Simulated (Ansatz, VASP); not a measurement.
# Two plane-wave programs on Ru3Pt

INCAR

```
  PREC = Accurate
  ENCUT = 500
  EDIFF = 1E-6
  ISMEAR = 0
  SIGMA = 0.1
  LREAL = F
  LASPH = T
  NELM = 200
  ALGO = Normal
  ISIF = 2
  LWAVE = F
  LCHARG = T
  ISPIN = 2
  MAGMOM = 1 1 1 1 1 1 0 0
  LORBIT = 11
  LMAXMIX = 4
  GGA = PE
  LELF = T
  LVHAR = T
  NBANDS = 66
  GGA_COMPAT = F
```

File KPOINTS:

```
regular mesh
0
Gamma
  4 4 4
```

File POSCAR:

```
Ru3Pt
1.0
    4.8884819550      0.0000000000      0.0000000000
    0.0000000000      4.8884819550      0.0000000000
    0.0000000000      0.0000000000      4.8884819550
Ru Pt
6 2
Direct
    0.2500000000      0.0000000000      0.5000000000
    0.7500000000      0.0000000000      0.5000000000
    0.5000000000      0.2500000000      0.0000000000
    0.5000000000      0.7500000000      0.0000000000
    0.0000000000      0.5000000000      0.2500000000
    0.0000000000      0.5000000000      0.7500000000
    0.0000000000      0.0000000000      0.0000000000
    0.5000000000      0.5000000000      0.5000000000
```

Input for Ansatz:

```yaml
crystal:
  lattice:
    - [4.888481955, 0.0, 0.0]
    - [0.0, 4.888481955, 0.0]
    - [0.0, 0.0, 4.888481955]
  atoms:
    - { symbol: Ru, position: [0.25, 0.0, 0.5], spin: 1.0 }
    - { symbol: Ru, position: [0.75, 0.0, 0.5], spin: 1.0 }
    - { symbol: Ru, position: [0.5, 0.25, 0.0], spin: 1.0 }
    - { symbol: Ru, position: [0.5, 0.75, 0.0], spin: 1.0 }
    - { symbol: Ru, position: [0.0, 0.5, 0.25], spin: 1.0 }
    - { symbol: Ru, position: [0.0, 0.5, 0.75], spin: 1.0 }
    - { symbol: Pt, position: [0.0, 0.0, 0.0] }
    - { symbol: Pt, position: [0.5, 0.5, 0.5] }
basis:
  ecutwfc: 420
kpoints:
  mp_grid: { grid: [4, 4, 4] }
hamiltonian:
  xc: pbe
scf:
  occupations: { method: gaussian, width: 0.1 }
  lower_state_search: "off"
output:
  forces: true
  stress: true
  eigenvalues: true
  populations: true
magnetization:
  spin_polarized: true
```

Alike in both runs: task single point; functional PBE; k mesh 4 × 4 × 4; occupations gaussian, width 0.1 eV; collinear spin.

|  | VASP | Ansatz |
| --- | --- | --- |
| version | VASP 6.6.1 | Ansatz 0.2.0 |
| potentials or method | VASP PAW PBE potentials, release 64 (Ru_pv, Pt), cutoff 500 eV | scalar-relativistic, plane waves, PAW |
| valence electrons in the cell | 104 | 132 |

```tsv
	VASP	Ansatz	Ansatz less VASP
gap on the k mesh at the Fermi level (eV)	none	none	-
pressure (GPa)	-0.2	-0.1	+0.15
net moment per atom (μB)	0.00	0.00	0.000
```

A gap of «none» marks a metal or a gap that the smearing closes. With one functional, cell and mesh, what is left measures potentials, basis and numerics. VASP's potentials hold 104 valence electrons a cell and Ansatz's 132, so a difference there can come from the potentials and not from the codes. Ansatz's warnings: seeded moment not kept.

Neither program's run includes spin-orbit coupling.
